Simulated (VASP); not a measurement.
A run of VASP 6.6.1 is set up as follows.

The input INCAR:

```
  ALGO = Normal
  EDIFF = 1E-7
  EDIFFG = -0.03
  ENCUT = 500
  GGA = PE
  GGA_COMPAT = False
  IBRION = 2
  ISIF = 3
  ISMEAR = -1
  LASPH = True
  LCHARG = False
  LREAL = False
  LWAVE = False
  NELM = 120
  NELMIN = 4
  NSW = 80
  PREC = Accurate
  SIGMA = 0.1
```

File KPOINTS:

```
k-points
0
Gamma
  6 6 3
```

File POSCAR:

```
CaRu2Au
1.0
    4.1599710000      0.0000000000      0.0000000000
    2.0799860000     -4.8988020000      0.0000000000
    0.0000000000      0.0000000000     -6.9251420000
Ru Au Ca
4 2 2
Direct
    0.3641800000      0.2716400000      0.9487100000
    0.6358200000      0.7283600000      0.4487100000
    0.6358200000      0.7283600000      0.0512900000
    0.3641800000      0.2716400000      0.5512900000
    0.7884300000      0.4231400000      0.7500000000
    0.2115700000      0.5768600000      0.2500000000
    0.0745100000      0.8509800000      0.7500000000
    0.9254900000      0.1490200000      0.2500000000
```

Potentials or basis: VASP PAW PBE potentials, release 64 (Ru_pv, Au, Ca_sv).

The run is started by

```bash
$ cat potpaw_PBE.64/Ru_pv/POTCAR potpaw_PBE.64/Au/POTCAR potpaw_PBE.64/Ca_sv/POTCAR > POTCAR
$ mpirun -np 1 vasp_std > vasp.out
```

What does it give for the relaxed cell?

a = 4.652 Å, b = 5.519 Å, c = 6.609 Å, α = 90.00°, β = 90.00°, γ = 65.08°.

Estimate the relaxed volume.

19.23 Å³/atom.

Predict the band gap on the k mesh.

zero (bands 49 and 50 overlap by 0.24 eV).

Forces in eV/Å, atoms in the order of the input:
```
Ru   0.000  0.014 -0.018
Ru   0.000 -0.014 -0.018
Ru   0.000 -0.014  0.018
Ru   0.000  0.014  0.018
Au   0.000  0.011  0.000
Au   0.000 -0.011  0.000
Ca   0.000 -0.003  0.000
Ca   0.000  0.003  0.000
```

Caveat: spin-orbit coupling is left out, which moves the levels of the heavy elements.
